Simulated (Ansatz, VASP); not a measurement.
## Ta in VASP and in Ansatz

```
Ta
1.0
    -1.65128    1.65128   -1.65128
    -1.65128   -1.65128    1.65128
     0.00000    7.98130    5.22894
Ta
4
Direct
  0.63539 0.36461 0.87500
  0.44791 0.55209 0.12500
  0.84374 0.15626 0.37500
  0.23956 0.76044 0.62500
```

Alike in both runs: task single point; functional PBE; k mesh 17 × 17 × 5; occupations gaussian, width 0.15 eV; no spin polarisation.

```csv
,VASP,Ansatz
version,VASP 6.6.1,Ansatz 0.2.0
potentials or method,"VASP PAW PBE potentials, release 64 (Ta_pv), cutoff 520 eV","scalar-relativistic, plane waves, PAW"
valence electrons in the cell,44,52
```

```tsv
	VASP	Ansatz	Ansatz less VASP
gap on the k mesh at the Fermi level (eV)	none	none	-
pressure (GPa)	7.3	7.0	-0.28
traceless stress, the component that is largest in VASP (GPa)	9.71	9.58	-0.123
rms of the force components (eV/Å)	1.527	1.497	-0.0296
```

Atom by atom the forces differ by 0.031 eV/Å (rms over components). A gap of «none» marks a metal or a gap that the smearing closes. The functional is the same, so the differences come from potentials, cutoffs and numerics. VASP's potentials hold 44 valence electrons a cell and Ansatz's 52, so a difference there can come from the potentials and not from the codes.

Neither program's run includes spin-orbit coupling.
